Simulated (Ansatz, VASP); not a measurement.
## Two plane-wave programs on Ti

```xyz
12
Lattice="2.6508 1.5304 9.5617 -2.6508 1.5304 9.5617 0.0000 -3.0609 9.5617" Properties=species:S:1:pos:R:3 pbc="T T T"
Ti   -1.3211    0.7628    6.1125
Ti    0.0000   -1.5255    6.1125
Ti    1.3211    0.7628    6.1125
Ti    1.3211   -0.7628   22.5728
Ti   -1.3211   -0.7628   22.5728
Ti    0.0000    1.5255   22.5728
Ti   -1.3131    0.7581   10.7526
Ti    0.0000   -1.5162   10.7526
Ti    1.3131    0.7581   10.7526
Ti    1.3131   -0.7581   17.9327
Ti   -1.3131   -0.7581   17.9327
Ti    0.0000    1.5162   17.9327
```

Alike in both runs: functional PBEsol; k mesh 6 × 6 × 6; occupations gaussian, width 0.1 eV; no spin polarisation.

Ansatz relaxed the structure, and its values are those at the end. VASP's run is a single point on that final structure, the one shown.

|  | VASP | Ansatz |
| --- | --- | --- |
| version | VASP 6.6.1 | Ansatz 0.2.0 |
| potentials or method | VASP PAW PBE potentials, release 64 (Ti_sv), cutoff 520 eV | scalar-relativistic, plane waves, PAW |
| valence electrons in the cell | 144 | 144 |

VASP gave:

* gap on the k mesh at the Fermi level (eV): none
* pressure (GPa): 0.0
* rms of the force components (eV/Å): 0.008

Task: What did Ansatz give for the same quantities?

Result: gap on the k mesh at the Fermi level (eV): none; pressure (GPa): 0.2; rms of the force components (eV/Å): 0.012.

VASP's potentials were made for PBE, not for PBEsol. A gap of «none» marks a metal or a gap that the smearing closes.
